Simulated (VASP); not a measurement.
# GaAs5 (P6/mmm) in VASP: further runs

GaAs5 is run at these levels: PBE; tasks: single point.

Program: VASP 6.6.1. These are calculated values, not measurements. Logs are shortened: lines on timing, memory, paths and dates and some standing lists are left out, and cuts for length are marked.

## (1) The cell of the first run

The structure is hexagonal, space group P6/mmm (No. 191). Conventional cell: a = 4.966 Å, b = 4.966 Å, c = 5.889 Å, α = 90.00°, β = 90.00°, γ = 120.00°. Within 3.9 Å of Ga (site symmetry 6/mmm) lie 14 As at 2.94 to 3.34 Å. Within 3.3 Å of As (site symmetry 3m) lie 7 As at 2.47 to 3.12 Å. As (site symmetry 6/mmm) has 2 Ga at 2.94 Å and 12 As at 3.12 Å within 3.9 Å.

## (2) Single point, PBE

File INCAR:

```
SYSTEM = GaAs5
ALGO     = Normal         ! electronic algorithm
EDIFF    = 1E-6           ! SCF threshold, eV
ENCUT    = 520            ! plane-wave cutoff, eV
GGA      = PE             ! functional
ISIF     = 2              ! what is computed and relaxed
ISMEAR   = 0              ! smearing method
LASPH    = .True.         ! aspherical terms in the spheres
LCHARG   = .False.        ! write CHGCAR
LREAL    = .False.        ! projectors in reciprocal space
LWAVE    = .False.        ! write WAVECAR
NBANDS   = 28             ! bands
NELM     = 100            ! most SCF steps
PREC     = Accurate       ! precision mode
SIGMA    = 0.1            ! smearing width, eV
```

File KPOINTS:

```
k-points
0
Gamma
  6 6 4
  0 0 0
```

File POSCAR:

```
GaAs5
1.0
    4.9659806504      0.0000000000      0.0000000000
   -2.4829903252      4.3006653980      0.0000000000
    0.0000000000      0.0000000000      5.8890989245
Ga As
1 5
Direct
    0.0000000000      0.0000000000      0.0000000000
    0.3333333333      0.6666666667      0.7100396765
    0.3333333333      0.6666666667      0.2899603235
    0.6666666667      0.3333333333      0.2899603235
    0.6666666667      0.3333333333      0.7100396765
    0.0000000000      0.0000000000      0.5000000000
```

Potentials or basis: VASP PAW PBE potentials, release 64 (Ga_d, As).

Command:

```bash
> cat potpaw_PBE.64/Ga_d/POTCAR potpaw_PBE.64/As/POTCAR > POTCAR
> mpirun -np 1 vasp_std > vasp.out
```

OUTCAR:

```text
SYSTEM = GaAs5
   EDIFF = 1E-6
   ENCUT = 520
   GGA = PE
   ISIF = 2
   ISMEAR = 0
   LASPH = .True.
   LREAL = .False.
   NELM = 100
   PREC = Accurate

 ion  position               nearest neighbor table
   1  0.000  0.000  0.000-
   2  0.333  0.667  0.710-   3 2.47   5 2.87   5 2.87   5 2.87
   3  0.333  0.667  0.290-   2 2.47   4 2.87   4 2.87   4 2.87
   4  0.667  0.333  0.290-   5 2.47   3 2.87   3 2.87   3 2.87
   5  0.667  0.333  0.710-   4 2.47   2 2.87   2 2.87   2 2.87
   6  0.000  0.000  0.500-

  LATTYP: Found a hexagonal cell.
 ALAT       =     4.9659806504
 C/A-ratio  =     1.1858884154

  Lattice vectors:

 A1 = (   4.9659806504,   0.0000000000,   0.0000000000)
 A2 = (  -2.4829903252,   4.3006653980,   0.0000000000)
 A3 = (   0.0000000000,   0.0000000000,   5.8890989245)

Analysis of symmetry for initial positions (statically):
=====================================================================
 Subroutine PRICEL returns:
 Original cell was already a primitive cell.

 Routine SETGRP: Setting up the symmetry group for a
 hexagonal supercell.

 Subroutine GETGRP returns: Found 24 space group operations
 (whereof 24 operations were pure point group operations)
 out of a pool of 24 trial point group operations.

The static configuration has the point symmetry D_6h.

Analysis of symmetry for dynamics (positions and initial velocities):
=====================================================================
 Subroutine PRICEL returns:
 Original cell was already a primitive cell.

 Routine SETGRP: Setting up the symmetry group for a
 hexagonal supercell.

 Subroutine GETGRP returns: Found 24 space group operations
 (whereof 24 operations were pure point group operations)
 out of a pool of 24 trial point group operations.

The dynamic configuration has the point symmetry D_6h.

 Subroutine INISYM returns: Found 24 space group operations
 (whereof 24 operations are pure point group operations),
 and found     1 'primitive' translations

----------------------------------------------------------------------------------------

                                     Primitive cell

  volume of cell :     125.7736

  direct lattice vectors                    reciprocal lattice vectors
     4.965980650  0.000000000  0.000000000     0.201370096  0.116261079  0.000000000
    -2.482990325  4.300665398  0.000000000     0.000000000  0.232522158  0.000000000
     0.000000000  0.000000000  5.889098924     0.000000000  0.000000000  0.169805264

  length of vectors
     4.965980650  4.965980650  5.889098924     0.232522158  0.232522158  0.169805264

  position of ions in fractional coordinates (direct lattice)
     0.000000000  0.000000000  0.000000000
     0.333333333  0.666666667  0.710039677
     0.333333333  0.666666667  0.289960323
     0.666666667  0.333333333  0.289960323
     0.666666667  0.333333333  0.710039677
     0.000000000  0.000000000  0.500000000

  ion indices of the primitive-cell ions
   primitive index   ion index
                 1           1
                 2           2
                 3           3
                 4           4
                 5           5
                 6           6

----------------------------------------------------------------------------------------

 KPOINTS: k-points

Automatic generation of k-mesh.
 Grid dimensions read from file:
 generate k-points for:    6    6    4

 Generating k-lattice:

  Cartesian coordinates                     Fractional coordinates (reciprocal lattice)
     0.033561683  0.019376847  0.000000000     0.166666667  0.000000000  0.000000000
     0.000000000  0.038753693  0.000000000     0.000000000  0.166666667  0.000000000
     0.000000000  0.000000000  0.042451316     0.000000000  0.000000000  0.250000000

  Length of vectors
     0.038753693  0.038753693  0.042451316

  Shift w.r.t. Gamma in fractional coordinates (k-lattice)
     0.000000000  0.000000000  0.000000000

 Subroutine IBZKPT returns following result:
 ===========================================

 Found     21 irreducible k-points:

 Following reciprocal coordinates:
            Coordinates               Weight
  0.000000  0.000000  0.000000      1.000000
  0.166667  0.000000  0.000000      6.000000
  0.333333  0.000000  0.000000      6.000000
  0.500000  0.000000  0.000000      3.000000
  0.166667  0.166667  0.000000      6.000000
  0.333333  0.166667  0.000000     12.000000
[... 13 lines left out ...]
  0.333333  0.166667  0.500000     12.000000
  0.333333  0.333333  0.500000      2.000000
   k-points           NKPTS =     21   k-points in BZ     NKDIM =     21   number of bands    NBANDS=     28
   number of dos      NEDOS =    301   number of ions     NIONS =      6
   total plane-waves  NPLWV =  76800
   dimension x,y,z NGX =    40 NGY =   40 NGZ =   48
   dimension x,y,z NGXF=    80 NGYF=   80 NGZF=   96
   ions per type =               1   5
   NGX,Y,Z   is equivalent  to a cutoff of  13.39, 13.39, 13.55 a.u.
   NGXF,Y,Z  is equivalent  to a cutoff of  26.78, 26.78, 27.10 a.u.
 SYSTEM =  GaAs5
   PREC   = accura    normal or accurate (medium, high low for compatibility)
   ISTART =      0    job   : 0-new  1-cont  2-samecut
   ICHARG =      2    charge: 1-file 2-atom 10-const
   ISPIN  =      1    spin polarized calculation?
   LNONCOLLINEAR =      F non collinear calculations
   LSORBIT =      F    spin-orbit coupling
   LASPH  =      T    aspherical Exc in radial PAW
   ENCUT  =  520.0 eV  38.22 Ry    6.18 a.u.   9.23  9.23 10.95*2*pi/ulx,y,z
   NELM   =    100;   NELMIN=  2; NELMDL= -5     # of ELM steps
   EDIFF  = 0.1E-05   stopping-criterion for ELM
   LREAL  =      F    real-space projection
   EDIFFG = 0.1E-04   stopping-criterion for IOM
   NSW    =      0    number of steps for IOM
   IBRION =     -1    ionic relax: 0-MD 1-quasi-New 2-CG
   NFREE  =      0    steps in history (QN), initial steepest desc. (CG)
   ISIF   =      2    stress and relaxation
   ISYM   =      2    0-nonsym 1-usesym 2-fastsym
   POTIM  = 0.5000    time-step for ionic-motion
   TEBEG  =    0.0;   TEEND  =   0.0 temperature during run
   PSTRESS=    0.0 pullay stress
   NELECT =      38.0000    total number of electrons
   NUPDOWN=      -1.0000    fix difference up-down
   EMIN   =  10.00;   EMAX   =-10.00  energy-range for DOS
   EFERMI =   0.00;   METHOD = LEGACY
   ISMEAR =     0;   SIGMA  =   0.10  broadening in eV -4-tet -1-fermi 0-gaus
   EFERMI_NEDOS =   21; number of points for ismear=-14 and -15
   IALGO  =     38    algorithm
   IMIX   =      4    mixing-type and parameters
     AMIX     =   0.40;   BMIX     =  1.00
     AMIX_MAG =   1.60;   BMIX_MAG =  1.00
  volume/ion in A,a.u.               =      20.96       141.46
  Fermi-wavevector in a.u.,A,eV,Ry     =   1.098515  2.075893 16.418644  1.206736
  Thomas-Fermi vector in A             =   2.234894
   LORBIT       =      0    0 simple, 1 ext, 2 COOP (PROOUT), +10 PAW based schemes
   GGA     = PE    functional components
   LHFCALC =     F    Hartree Fock is set to
   AEXX    =    0.0000 exact exchange contribution
   IVDW    =     0    specifies the selected vdW correction
   LEPSILON=     F    determine dielectric tensor
   LRPA    =     F    only Hartree local field effects (RPA)
 non-spin polarized calculation
 Gauss-broadening in eV      SIGMA  =   0.10
  energy-cutoff  :      520.00
  volume of cell :      125.77
 maximum number of plane-waves:      3402
 NGX is ok and might be reduce to    40
   NGX = 19   NGY = 19   NGZ = 21

 number of electron      38.0000001 magnetization

 Free energy of the ion-electron system (eV)
  ---------------------------------------------------
  ext. energy  EPLUGINS =         0.00000000
  ---------------------------------------------------
  free energy    TOTEN  =       -24.53256228 eV

  energy without entropy =      -24.52149089  energy(sigma->0) =      -24.52702659

 E-fermi :   5.3735     XC(G=0): -10.2754

 val. band max:        5.3717100410   @ k =   0.1667   0.0000   0.5000
 cond. band min:       5.4173519176   @ k =   0.3333   0.3333   0.2500
 fundamental gap:      0.0456418766
 Fermi energy:         5.3735076210

 k-point     1 :       0.0000    0.0000    0.0000
  band No.  band energies     occupation
      1      -9.5369      2.00000
      2      -9.5286      2.00000
      3      -9.5286      2.00000
      4      -9.5039      2.00000
      5      -9.5039      2.00000
      6      -9.1676      2.00000
[... 20 lines left out ...]
     27       9.9411      0.00000
     28      11.0238      0.00000

 k-point     2 :       0.1667    0.0000    0.0000
  band No.  band energies     occupation
      1      -9.5301      2.00000
      2      -9.5285      2.00000
      3      -9.5277      2.00000
      4      -9.5058      2.00000
      5      -9.5042      2.00000
      6      -8.9764      2.00000
[... 20 lines left out ...]
     27      10.3530      0.00000
     28      10.8214      0.00000

 k-point     3 :       0.3333    0.0000    0.0000
  band No.  band energies     occupation
      1      -9.5320      2.00000
      2      -9.5259      2.00000
      3      -9.5213      2.00000
      4      -9.5093      2.00000
      5      -9.5046      2.00000
      6      -8.4047      2.00000
[... 20 lines left out ...]
     27       9.0929      0.00000
     28      10.9392      0.00000

 k-point     4 :       0.5000    0.0000    0.0000
  band No.  band energies     occupation
      1      -9.5332      2.00000
      2      -9.5250      2.00000
      3      -9.5191      2.00000
      4      -9.5110      2.00000
      5      -9.5048      2.00000
      6      -7.7244      2.00000
[... 20 lines left out ...]
     27       9.6785      0.00000
     28      10.2867      0.00000

 k-point     5 :       0.1667    0.1667    0.0000
  band No.  band energies     occupation
      1      -9.5306      2.00000
      2      -9.5273      2.00000
      3      -9.5226      2.00000
      4      -9.5081      2.00000
      5      -9.5049      2.00000
      6      -8.5918      2.00000
[... 20 lines left out ...]
     27       9.9051      0.00000
     28      11.1735      0.00000

 k-point     6 :       0.3333    0.1667    0.0000
  band No.  band energies     occupation
      1      -9.5318      2.00000
      2      -9.5266      2.00000
      3      -9.5192      2.00000
      4      -9.5099      2.00000
      5      -9.5058      2.00000
      6      -7.8709      2.00000
[... 370 lines left out ...]
      5      -9.5056      2.00000
      6      -7.4644      2.00000
[... 20 lines left out ...]
     27       8.5457      0.00000
     28       8.6298      0.00000

 k-point    19 :       0.1667    0.1667    0.5000
  band No.  band energies     occupation
      1      -9.5300      2.00000
      2      -9.5268      2.00000
      3      -9.5145      2.00000
      4      -9.5081      2.00000
      5      -9.5058      2.00000
      6      -8.3611      2.00000
[... 20 lines left out ...]
     27       9.0171      0.00000
     28       9.9301      0.00000

 k-point    20 :       0.3333    0.1667    0.5000
  band No.  band energies     occupation
      1      -9.5307      2.00000
      2      -9.5262      2.00000
      3      -9.5160      2.00000
      4      -9.5074      2.00000
      5      -9.5074      2.00000
      6      -7.6304      2.00000
[... 20 lines left out ...]
     27       8.8422      0.00000
     28      10.0705      0.00000

 k-point    21 :       0.3333    0.3333    0.5000
  band No.  band energies     occupation
      1      -9.5284      2.00000
      2      -9.5284      2.00000
      3      -9.5120      2.00000
      4      -9.5120      2.00000
      5      -9.5073      2.00000
      6      -6.9287      2.00000
[... 20 lines left out ...]
     27       9.9161      0.00000
     28      10.9939      0.00000

------------------------ aborting loop because EDIFF is reached ----------------------------------------

  FORCE on cell =-STRESS in cart. coord.  units (eV):
  Direction    XX          YY          ZZ          XY          YZ          ZX
  --------------------------------------------------------------------------------------
  -------------------------------------------------------------------------------------
  Total        0.0376913      0.0376913      0.2437117      0.0000000      0.0000000      0.0000000
  in kB        0.4801331      0.4801331      3.1045412      0.0000000      0.0000000      0.0000000
  external PRESSURE =       1.3549358 kB  Pullay stress =       0.0000000 kB

 VOLUME and BASIS-vectors are now :
 -----------------------------------------------------------------------------
  energy-cutoff  :      520.00
  volume of cell :      125.77
      direct lattice vectors                 reciprocal lattice vectors
     4.965980650  0.000000000  0.000000000     0.201370096  0.116261079  0.000000000
    -2.482990325  4.300665398  0.000000000     0.000000000  0.232522158  0.000000000
     0.000000000  0.000000000  5.889098924     0.000000000  0.000000000  0.169805264

 POSITION                                       TOTAL-FORCE (eV/Angst)
 -----------------------------------------------------------------------------------
      0.00000      0.00000      0.00000         0.000000      0.000000      0.000000
     -0.00000      2.86711      4.18149        -0.000000      0.000000      0.039735
     -0.00000      2.86711      1.70761        -0.000000      0.000000     -0.039735
      2.48299      1.43356      1.70761         0.000000      0.000000     -0.039735
      2.48299      1.43356      4.18149         0.000000     -0.000000      0.039735
      0.00000      0.00000      2.94455         0.000000      0.000000      0.000000
 -----------------------------------------------------------------------------------
    total drift:                                0.000000     -0.000000     -0.000000

  FREE ENERGIE OF THE ION-ELECTRON SYSTEM (eV)
  ---------------------------------------------------
  free  energy   TOTEN  =       -24.5325622828 eV

  energy  without entropy=      -24.5214908894  energy(sigma->0) =      -24.52702659
```

It took 32 s on 1 thread of Intel Xeon 6975P-C (Granite Rapids), shared host; peak memory 0.28 GiB.

Results:

```yaml
Free_energy: -24.5326 eV
Pressure: 0.1 GPa
Largest_force: 0.040 eV/Å
Band_gap_on_the_k_mesh: zero (band 19 reaches 6.08 eV, above the bottom of band 20 at 3.50 eV)
```

Forces in eV/Å, atoms in the order of the input:
```
Ga   0.000  0.000  0.000
As   0.000  0.000  0.040
As   0.000  0.000 -0.040
As   0.000  0.000 -0.040
As   0.000  0.000  0.040
As   0.000  0.000  0.000
```

Stress tensor (GPa, compression positive):
```
0.05 0.00 0.00
0.00 0.05 0.00
0.00 0.00 0.31
```

## (3) Single point, PBE

This run uses another cell than the first one, of 24.09 Å³/atom, 1.149 times its volume.

File INCAR:

```
PREC = Accurate ; ENCUT = 520
EDIFF = 1E-6 ; ISMEAR = 0
SIGMA = 0.1 ; LREAL = F
LASPH = T ; NELM = 100
ALGO = Normal ; ISIF = 2
LWAVE = F ; LCHARG = T
GGA = PE ; LELF = T
LVHAR = T ; NBANDS = 28
```

File KPOINTS:

```
Automatic mesh
0
Gamma
  6 6 4
```

File POSCAR:

```
GaAs5
1.0
    5.2294230400      0.0000000000      0.0000000000
   -2.6147115200      4.5288132000      0.0000000000
    0.0000000000      0.0000000000      6.1019020100
Ga As
1 5
Direct
    0.0000000000      0.0000000000      0.0000000000
    0.3333333300      0.6666666700      0.7346208700
    0.3333333300      0.6666666700      0.2653791300
    0.6666666700      0.3333333300      0.2653791300
    0.6666666700      0.3333333300      0.7346208700
    0.0000000000      0.0000000000      0.5000000000
```

Potentials or basis: VASP PAW PBE potentials, release 64 (Ga_d, As).

Command:

```bash
> cat potpaw_PBE.64/Ga_d/POTCAR potpaw_PBE.64/As/POTCAR > POTCAR
> mpirun -np 1 vasp_std > vasp.out
```

Wall time 36 s (1 thread of Intel Xeon 6975P-C (Granite Rapids), shared host); peak memory 0.29 GiB.

The run converged. Its results:

```yaml
Free_energy: -23.5447 eV
Pressure: -8.9 GPa
Largest_force: 0.806 eV/Å
Band_gap_on_the_k_mesh: zero (band 19 reaches 4.56 eV, above the bottom of band 20 at 2.28 eV)
```

Forces on the atoms (eV/Å):
```
Ga   0.000  0.000  0.000
As   0.000  0.000 -0.806
As   0.000  0.000  0.806
As   0.000  0.000  0.806
As   0.000  0.000 -0.806
As   0.000  0.000  0.000
```

Stress tensor (GPa, compression positive):
```
 -7.91   0.00   0.00
  0.00  -7.91   0.00
  0.00   0.00 -10.76
```

Levels at points of the mesh, in eV from the Fermi level:
```tsv
k point	band 16	band 17	band 18	band 19	band 20	band 21	band 22	band 23
(0.00, 0.00, 0.00)	-2.04	-1.83	-1.72	-1.58	-1.58	1.13	1.13	1.47
(0.50, 0.00, 0.00)	-2.25	-0.74	-0.69	0.25	1.35	1.50	1.93	2.12
(0.00, 0.00, 0.50)	-2.38	-2.38	-2.16	-1.67	-0.71	-0.71	0.45	1.68
(0.50, 0.00, 0.50)	-0.82	-0.61	-0.47	-0.05	0.65	1.01	1.16	1.31
```
